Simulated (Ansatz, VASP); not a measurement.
## One calculation of CoO, two programs

The input INCAR:

```
SYSTEM = CoO
ALGO = Normal
EDIFF = 1E-6
ENCUT = 520
GGA = PS
GGA_COMPAT = .False.
ISIF = 2
ISMEAR = 0
LASPH = .True.
LCHARG = .False.
LMAXMIX = 4
LORBIT = 11
LORBMOM = .True.
LREAL = .False.
LSORBIT = .True.
LWAVE = .False.
MAGMOM = 0 3 0 0 0 0
NBANDS = 27
NELM = 150
PREC = Accurate
SIGMA = 0.1
```

KPOINTS

```
k-points
0
Gamma
  16 16 16
  0 0 0
```

POSCAR

```
CoO
1.0
    0.0000000000      2.1744804960      2.1744804960
    2.1744804960      0.0000000000      2.1744804960
    2.1744804960      2.1744804960      0.0000000000
Co O
1 1
Direct
    0.0000000000      0.0000000000      0.0000000000
    0.2500000000      0.2500000000      0.2500000000
```

Input for Ansatz:

```yaml
crystal:
  lattice:
    - [0.0, 2.174480496, 2.174480496]
    - [2.174480496, 0.0, 2.174480496]
    - [2.174480496, 2.174480496, 0.0]
  atoms:
    - { symbol: Co, position: [0.0, 0.0, 0.0], spin: 3.0, spin_axis: [0.0, 1.0, 0.0] }
    - { symbol: O, position: [0.25, 0.25, 0.25] }
basis:
  ecutwfc: 420
kpoints:
  mp_grid: { grid: [16, 16, 16] }
hamiltonian:
  xc: pbesol
scf:
  occupations: { method: gaussian, width: 0.1 }
  convergence: { dr2_threshold: 1.0e-10 }
output:
  forces: true
  stress: true
  eigenvalues: true
  populations: true
magnetization:
  noncollinear: true
  spin_orbit: true
```

Alike in both runs: task single point; functional PBEsol; k mesh 16 × 16 × 16; occupations gaussian, width 0.1 eV; non-collinear spin, spin-orbit coupling.

```csv
,VASP,Ansatz
version,VASP 6.6.1,Ansatz 0.2.0
potentials or method,"VASP PAW PBE potentials, release 64 (Co, O), cutoff 520 eV","plane waves, PAW"
valence electrons in the cell,15,23
```

|  | VASP | Ansatz | Ansatz less VASP |
| --- | --- | --- | --- |
| pressure (GPa) | 0.0 | 0.1 | +0.08 |
| net moment per atom (μB) | 0.91 | 0.91 | +0.003 |

VASP's potentials were made for PBE, not for PBEsol. The functional is the same, so the differences come from potentials, cutoffs and numerics. VASP's potentials hold 15 valence electrons a cell and Ansatz's 23, so a difference there can come from the potentials and not from the codes.
